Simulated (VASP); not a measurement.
SnTe:

```
CELL_PARAMETERS angstrom
0.00000 3.30672 3.30672
3.30672 0.00000 3.30672
3.30672 3.30672 0.00000
ATOMIC_POSITIONS crystal
Sn 0.00000 0.00000 0.00000
Te 0.50000 0.50000 0.50000
```

This cell differs from its parent crystal: strain +3.7%.

Base run:

- Program: VASP 6.6.1
- Functional: HSE06
- Potentials or basis: VASP PAW PBE potentials, release 64 (Sn_d, Te)
- Cutoff: 520 eV
- k mesh: 6 × 6 × 6
- Occupations: gaussian, width 0.01 eV
- Spin: no spin polarisation

Its results: band gap on the k mesh 0.55 eV, direct; pressure -4.2 GPa.

Task: The run is repeated on the same cell with these changes: functional from HSE06 to r2SCAN; k mesh from 6 × 6 × 6 to 8 × 8 × 8. What comes out?

Result: Band gap on the k mesh 0.44 eV, direct; pressure -3.9 GPa.

Several settings changed at once, so the effect can't be laid on one alone.

Caveats: the PAW data sets were made with another functional, which shifts forces and pressure a little; spin-orbit coupling is left out, which moves the levels of the heavy elements.

A k mesh can miss the band edges.
